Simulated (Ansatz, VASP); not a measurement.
**Tl in VASP and in Ansatz**

```
Tl
1.0
     3.40701    0.00000    0.00000
     1.70351    2.95056    0.00000
     0.00000    0.00000   29.57271
Tl
6
Direct
  0.66667 0.66667 0.27395
  0.00000 0.00000 0.36450
  0.66667 0.66667 0.45471
  0.00000 0.00000 0.54529
  0.66667 0.66667 0.63550
  0.00000 0.00000 0.72605
```

Alike in both runs: functional LDA; k mesh 11 × 11 × 1; no spin polarisation.

Ansatz relaxed the structure, and its values are those at the end. VASP's run is a single point on that final structure, the one shown.

|  | VASP | Ansatz |
| --- | --- | --- |
| version | VASP 6.6.1 | Ansatz 0.2.0 |
| potentials or method | VASP PAW LDA potentials, release 64 (Tl_d) | plane-wave PAW, scalar-relativistic |
| plane-wave cutoff (eV) | 520 | 420 |
| occupations | methfessel-paxton of order 1, width 0.1 eV | cold, width 0.1 eV |
| valence electrons in the cell | 78 | 78 |

```csv
,VASP,Ansatz,Ansatz less VASP
rms of the force components (eV/Å),0.005,0.002,-0.0037
```

LDA's correlation is that of Perdew and Zunger in VASP and of Perdew and Wang (1992) in Ansatz.

Neither program's run includes spin-orbit coupling.
